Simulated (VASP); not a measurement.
Write the native input for VASP 6.6.1 that does the following.

```
Task                   : single point
Functional             : PBE
Potentials or basis    : VASP PAW PBE potentials, release 64 (Hf_pv, C)
Cutoff                 : 520 eV
k mesh                 : 10 × 10 × 10
Occupations            : fermi-dirac, width 0.05 eV
Spin                   : no spin polarisation
Dipole correction      : no
Further INCAR settings : ALGO = Normal; EDIFF = 1e-07; NBANDS = 14
```

The structure of HfC lies in POSCAR:

```
HfC
1.0
    0.0000000000      2.2775377028      2.2775377028
    2.2775377028      0.0000000000      2.2775377028
    2.2775377028      2.2775377028      0.0000000000
Hf C
1 1
Direct
    0.5000000000      0.5000000000      0.5000000000
    0.0000000000      0.0000000000      0.0000000000
```

The input as run:

INCAR

```
ALGO = Normal ; EDIFF = 1E-7
ENCUT = 520 ; GGA = PE
ISIF = 2 ; ISMEAR = -1
LASPH = T ; LCHARG = F
LREAL = F ; LWAVE = F
NBANDS = 14 ; NELM = 100
PREC = Accurate ; SIGMA = 0.05
```

KPOINTS

```
k-points
0
Gamma
  10 10 10
```

Potentials or basis: VASP PAW PBE potentials, release 64 (Hf_pv, C).

The run is started by

```console
$ cat potpaw_PBE.64/Hf_pv/POTCAR potpaw_PBE.64/C/POTCAR > POTCAR
$ mpirun -np 1 vasp_std > vasp.out
```

Results of the run:

```json
{
 "Pressure": "16.2 GPa",
 "Band gap on the k mesh": "zero (band 7 reaches 7.47 eV, above the bottom of band 8 at 6.04 eV)"
}
```

Caveat: spin-orbit coupling is left out, which moves the levels of the heavy elements.

It took 18 s on 1 thread of AMD EPYC 7R43 64-Core Processor (Zen 3) (shared host), peak memory 0.11 GiB.
